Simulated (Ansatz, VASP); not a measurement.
One calculation of MoS2, two programs

```
CELL_PARAMETERS angstrom
1.58000 0.91221 6.15000
-1.58000 0.91221 6.15000
0.00000 -1.82443 6.15000
ATOMIC_POSITIONS crystal
Mo 0.00000 0.00000 0.00000
S 0.25000 0.25000 0.25000
S 0.41700 0.41700 0.41700
```

Alike in both runs: task single point; functional PBE; k mesh 10 × 10 × 10; occupations fermi-dirac, width 0.1 eV; no spin polarisation.

|  | VASP | Ansatz |
| --- | --- | --- |
| version | VASP 6.6.1 | Ansatz 0.2.0 |
| potentials or method | VASP PAW PBE potentials, release 64 (Mo_sv, S), cutoff 520 eV | plane waves, PAW |
| valence electrons in the cell | 26 | 26 |

|  | VASP | Ansatz | Ansatz less VASP |
| --- | --- | --- | --- |
| pressure (GPa) | 5.2 | 5.3 | +0.13 |
| traceless stress, the component that is largest in VASP (GPa) | 1.55 | 1.60 | +0.043 |
| rms of the force components (eV/Å) | 0.221 | 0.228 | +0.0068 |

Atom by atom the forces differ by 0.007 eV/Å (rms over components).
